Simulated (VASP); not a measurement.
Runs of VASP 6.6.1 on Bi. The structure is that of space group Pm-3m (No. 221), or close to it. The cells are those of the table. 

```tsv
task	cell	k mesh	cutoff (eV)	gap on the mesh (eV)	pressure (GPa)
single point	a = 3.179 Å, 1 atom	11 × 11 × 11	520	none	2.5
single point	a = 3.265 Å, 1 atom	11 × 11 × 11	520	none	-1.8
single point	a = 3.222 Å, 1 atom	16 × 16 × 16	520	none	0.0
single point	a = 3.134 Å, 1 atom	11 × 11 × 11	520	none	5.5
relaxation of cell and atoms	relaxed from a = 3.252 Å, 1 atom	10 × 10 × 10	600	none	0.0
single point	a = 3.222 Å, 1 atom	11 × 11 × 11	520	none	(a)
single point	a = 3.306 Å, 1 atom	11 × 11 × 11	520	none	-3.4
single point	a = 3.222 Å, 1 atom	10 × 10 × 10	520	none	-0.1
single point	a = 3.088 Å, 1 atom	11 × 11 × 11	520	none	(b)
single point	a = 3.346 Å, 1 atom	11 × 11 × 11	520	none	(c)
```

Alike in all rows: level PBEsol; potentials or basis VASP PAW PBE potentials, release 64 (Bi_d); no spin polarisation; smearing fermi-dirac 0.1 eV.

Task: Estimate the missing entries.

Result: (a) 0.1; (b) 9.3; (c) -4.6.

Caveats: the PAW data sets were made with another functional, which shifts forces and pressure a little; spin-orbit coupling is left out, which moves the levels of the heavy elements.

A k mesh can miss the band edges, and the runs leave out spin-orbit coupling on Bi.

A gap of «none» marks levels without a gap at the run's occupations.
